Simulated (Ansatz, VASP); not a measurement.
## AgCl: VASP beside Ansatz

INCAR

```
SYSTEM = AgCl
PREC = Accurate
ENCUT = 520
EDIFF = 1E-6
ISMEAR = -1
SIGMA = 0.02
LREAL = .FALSE.
LASPH = .TRUE.
NELM = 100
ALGO = Normal
ISIF = 2
LWAVE = .FALSE.
LCHARG = .FALSE.
GGA = PE
NBANDS = 16
```

KPOINTS

```
Automatic mesh
0
G
  8 8 8
  0 0 0
```

Contents of POSCAR:

```
AgCl
1.0
    0.0000000000      2.6409029448      2.6409029448
    2.6409029448      0.0000000000      2.6409029448
    2.6409029448      2.6409029448      0.0000000000
Ag Cl
1 1
Direct
    0.0000000000      0.0000000000      0.0000000000
    0.5000000000      0.5000000000      0.5000000000
```

Input for Ansatz:

```yaml
crystal:
  lattice:
    - [0.0, 2.6409029448, 2.6409029448]
    - [2.6409029448, 0.0, 2.6409029448]
    - [2.6409029448, 2.6409029448, 0.0]
  atoms:
    - { symbol: Ag, position: [0.0, 0.0, 0.0] }
    - { symbol: Cl, position: [0.5, 0.5, 0.5] }
kpoints:
  mp_grid: { grid: [8, 8, 8] }
  band_path:
    path:
      - [0.0, 0.0, 0.0]
      - [0.5, 0.0, 0.5]
      - [0.625, 0.25, 0.625]
      - [0.375, 0.375, 0.75]
      - [0.5, 0.5, 0.5]
      - [0.5, 0.25, 0.75]
      - [0.0375, 0.0375, 0.075]
      - [0.0, 0.0, 0.5]
    npoints: 1
hamiltonian:
  xc: pbe
scf:
  occupations: { method: fermi_dirac, width: 0.02 }
  n_extra_bands: 4
output:
  forces: true
  stress: true
  eigenvalues: true
```

Change from the starting cell: hydrostatic strain -4.8%.

Alike in both runs: task single point; functional PBE; k mesh 8 × 8 × 8; occupations fermi-dirac, width 0.02 eV; no spin polarisation.

|  | VASP | Ansatz |
| --- | --- | --- |
| version | VASP 6.6.1 | Ansatz 0.2.0 |
| potentials or method | VASP PAW PBE potentials, release 64 (Ag, Cl) | plane waves, PAW |
| plane-wave cutoff (eV) | 520 | 420 |
| valence electrons in the cell | 18 | 26 |

Ansatz gave:

| Property | Result |
| --- | --- |
| gap on the k mesh at the Fermi level (eV) | 0.93 |
| pressure (GPa) | 12.3 |

Task: Estimate VASP's values.

Result: gap on the k mesh at the Fermi level (eV): 0.93; pressure (GPa): 12.1.

VASP's potentials hold 18 valence electrons a cell and Ansatz's 26, so a difference there can come from the potentials and not from the codes.
